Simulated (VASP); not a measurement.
A run of VASP 6.6.1 is set up as follows.

Contents of INCAR:

```
SYSTEM = C
ALGO = Normal
EDIFF = 1E-6
ENCUT = 520
GGA = PS
ISIF = 2
ISMEAR = 0
LASPH = .True.
LCHARG = .False.
LREAL = .False.
LWAVE = .False.
NBANDS = 11
NELM = 80
PREC = Accurate
SIGMA = 0.05
```

The input KPOINTS:

```
k-points
0
Gamma
  12 12 12
  0 0 0
```

Contents of POSCAR:

```
C
1.0
    0.0000000000      1.8758199042      1.5944469185
    1.8758199042      0.0000000000      1.5944469185
    1.8758199042      1.8758199042      0.0000000000
C
2
Direct
    0.5000000000      0.5000000000      0.5000000000
    0.7500000000      0.7500000000      0.7500000000
```

Potentials or basis: VASP PAW PBE potentials, release 64 (C).

The run is started by

```sh
$ cat potpaw_PBE.64/C/POTCAR > POTCAR
$ mpirun -np 1 vasp_std > vasp.out
```

Question: Estimate the pressure.

Answer: 1.3 GPa.

Question: Estimate the band gap on the k mesh.

Answer: 0.16 eV, indirect (least direct gap 3.13 eV).

Stress tensor (GPa, compression positive):
```
-40.38   0.00   0.00
  0.00 -40.38   0.00
  0.00   0.00  84.63
```

Caveat: the PAW data sets were made with another functional, which shifts forces and pressure a little. A k mesh can miss the band edges.
